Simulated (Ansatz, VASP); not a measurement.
InSb2: VASP beside Ansatz

```
In Sb
1.0
     6.79808    0.00000    0.00000
     0.00000    6.79808    0.00000
     0.00000    0.00000    4.41227
In Sb
2 4
Direct
  0.00000 0.00000 0.00000
  0.50000 0.50000 0.50000
  0.30676 0.30676 0.00000
  0.19324 0.80676 0.50000
  0.69324 0.69324 0.00000
  0.80676 0.19324 0.50000
```

Alike in both runs: functional r2SCAN; k mesh 4 × 4 × 4; occupations gaussian, width 0.1 eV; no spin polarisation.

Ansatz relaxed the structure, and its values are those at the end. VASP's run is a single point on that final structure, the one shown.

|  | VASP | Ansatz |
| --- | --- | --- |
| version | VASP 6.6.1 | Ansatz 0.2.0 |
| potentials or method | VASP PAW PBE potentials, release 64 (In_d, Sb), cutoff 520 eV | scalar-relativistic, plane waves, PAW |
| valence electrons in the cell | 46 | 86 |

```tsv
	VASP	Ansatz	Ansatz less VASP
gap on the k mesh at the Fermi level (eV)	none	none	-
pressure (GPa)	0.0	0.0	0.00
rms of the force components (eV/Å)	0.019	0.020	+0.0014
```

VASP's potentials were made for PBE, not for r2SCAN. A gap of «none» marks a metal or a gap that the smearing closes. With one functional, cell and mesh, what is left measures potentials, basis and numerics. VASP's potentials hold 46 valence electrons a cell and Ansatz's 86, so a difference there can come from the potentials and not from the codes.

Spin-orbit coupling is off throughout.
